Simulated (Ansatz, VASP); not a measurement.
## RbBr in VASP and in Ansatz

```
Rb Br
1.0
     4.02519    0.00000    0.00000
     0.00000    4.02519    0.00000
     0.00000    0.00000    4.19290
Rb Br
1 1
Direct
  0.97686 0.00000 0.00000
  0.52476 0.50000 0.50000
```

Change from the starting cell: mode 4 frozen in at -0.104 Å, equal normal strain along x and y -0.0400.

Alike in both runs: task single point; functional PBE; k mesh 6 × 6 × 6; occupations gaussian, width 0.05 eV; no spin polarisation.

|  | VASP | Ansatz |
| --- | --- | --- |
| version | VASP 6.6.1 | Ansatz 0.2.0 |
| potentials or method | VASP PAW PBE potentials, release 64 (Rb_sv, Br), cutoff 520 eV | scalar-relativistic, plane waves, PAW |
| valence electrons in the cell | 16 | 16 |

```csv
,VASP,Ansatz,Ansatz less VASP
gap on the k mesh at the Fermi level (eV),4.12,4.12,+0.002
least direct gap on the mesh (eV),4.27,4.27,+0.001
pressure (GPa),1.7,1.6,-0.04
"traceless stress, the component that is largest in VASP (GPa)",-0.78,-0.78,0.000
rms of the force components (eV/Å),0.110,0.108,-0.0013
```

Atom by atom the forces differ by 0.001 eV/Å (rms over components). With one functional, cell and mesh, what is left measures potentials, basis and numerics.
